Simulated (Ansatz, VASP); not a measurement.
# Ge in VASP and in Ansatz

```
Ge
1.0
     1.48805   -2.59469    0.00000
     1.48805    2.59469    0.00000
     0.00000    0.00000    4.72760
Ge
2
Direct
  0.64375 0.24933 0.20241
  0.33345 0.66655 0.75000
```

Alike in both runs: task single point; functional PBEsol; dispersion D3(BJ); k mesh 18 × 18 × 10; occupations gaussian, width 0.15 eV; no spin polarisation.

|  | VASP | Ansatz |
| --- | --- | --- |
| version | VASP 6.6.1 | Ansatz 0.2.0 |
| potentials or method | VASP PAW PBE potentials, release 64 (Ge_d), cutoff 520 eV | scalar-relativistic, plane waves, PAW |
| valence electrons in the cell | 28 | 28 |

|  | VASP | Ansatz | Ansatz less VASP |
| --- | --- | --- | --- |
| gap on the k mesh at the Fermi level (eV) | none | none | - |
| pressure (GPa) | -0.7 | -0.6 | +0.03 |
| traceless stress, the component that is largest in VASP (GPa) | -1.54 | -1.55 | -0.006 |
| rms of the force components (eV/Å) | 0.407 | 0.404 | -0.0031 |

VASP's potentials were made for PBE, not for PBEsol. Atom by atom the forces differ by 0.003 eV/Å (rms over components). A gap of «none» marks a metal or a gap that the smearing closes.
